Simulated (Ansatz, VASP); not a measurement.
## Be2ZnSe3 in VASP and in Ansatz

```
Be Zn Se
1.0
     3.77910    0.00000    0.00000
    -1.88955    3.27280    0.00000
     0.00000    0.00000   18.79159
Be Zn Se
4 2 6
Direct
  0.33333 0.66667 0.99597
  0.33333 0.66667 0.33791
  0.66667 0.33333 0.49597
  0.66667 0.33333 0.83791
  0.33333 0.66667 0.66884
  0.66667 0.33333 0.16884
  0.33333 0.66667 0.11490
  0.33333 0.66667 0.45769
  0.33333 0.66667 0.79968
  0.66667 0.33333 0.29968
  0.66667 0.33333 0.61490
  0.66667 0.33333 0.95769
```

Alike in both runs: task relaxation of cell and atoms; functional PBE; k mesh 12 × 12 × 2; occupations gaussian, width 0.02 eV; no spin polarisation.

```csv
,VASP,Ansatz
version,VASP 6.6.1,Ansatz 0.2.0
potentials or method,"VASP PAW PBE potentials, release 64 (Be, Zn, Se), cutoff 600 eV","scalar-relativistic, plane waves, PAW"
valence electrons in the cell,68,128
```

Ansatz gave:

| Item | Value |
| --- | --- |
| gap on the k mesh at the Fermi level, each at its own relaxed structure (eV) | 2.40 |
| relaxed volume (Å³/atom) | 19.37 |
| relaxed length of the cell vector where the two differ most in proportion (Å) | 3.779 |

Problem. What did VASP give for the same quantities?

Solution. gap on the k mesh at the Fermi level, each at its own relaxed structure (eV): 2.39; relaxed volume (Å³/atom): 19.43; relaxed length of the cell vector where the two differ most in proportion (Å): 3.783.

VASP's potentials hold 68 valence electrons a cell and Ansatz's 128, so a difference there can come from the potentials and not from the codes.
